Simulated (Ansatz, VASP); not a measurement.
**SrO: VASP beside Ansatz**

Contents of INCAR:

```
SYSTEM = SrO
ALGO = Normal
EDIFF = 1E-7
ENCUT = 520
GGA = PE
ISIF = 2
ISMEAR = 0
LASPH = .True.
LCHARG = .False.
LREAL = .False.
LWAVE = .False.
NBANDS = 15
NELM = 80
PREC = Accurate
SIGMA = 0.023
```

KPOINTS

```
k-points
0
Gamma
  9 9 9
  0 0 0
```

POSCAR

```
SrO
1.0
    0.0000000000      2.5663000000      2.5663000000
    2.5663000000      0.0000000000      2.5663000000
    2.5663000000      2.5663000000      0.0000000000
Sr O
1 1
Direct
    0.5000000000      0.5000000000      0.5000000000
    0.0000000000      0.0000000000      0.0000000000
```

File input.yaml:

```yaml
crystal:
  lattice:
    - [0.0, 2.5663, 2.5663]
    - [2.5663, 0.0, 2.5663]
    - [2.5663, 2.5663, 0.0]
  atoms:
    - { symbol: Sr, position: [0.5, 0.5, 0.5] }
    - { symbol: O, position: [0.0, 0.0, 0.0] }
hamiltonian:
  xc: pbe
  pseudopotentials: { kind: paw }
kpoints:
  mp_grid: { grid: [9, 9, 9] }
scf:
  occupations: { method: gaussian, width: 0.023 }
output:
  forces: true
  stress: true
  eigenvalues: true
```

Alike in both runs: task single point; functional PBE; k mesh 9 × 9 × 9; occupations gaussian, width 0.023 eV; no spin polarisation.

|  | VASP | Ansatz |
| --- | --- | --- |
| version | VASP 6.6.1 | Ansatz 0.2.0 |
| potentials or method | VASP PAW PBE potentials, release 64 (Sr_sv, O) | Ansatz PAW |
| plane-wave cutoff (eV) | 520 | 420 |
| valence electrons in the cell | 16 | 16 |

|  | VASP | Ansatz | Ansatz less VASP |
| --- | --- | --- | --- |
| gap on the k mesh at the Fermi level (eV) | 3.32 | 3.37 | +0.049 |
| least direct gap on the mesh (eV) | 3.41 | 3.45 | +0.038 |
| pressure (GPa) | 3.9 | 3.3 | -0.60 |

Noted on Ansatz's run: odd divisions of the mesh miss points on the zone boundary, where band edges often lie, so the gap on the mesh can be too wide.
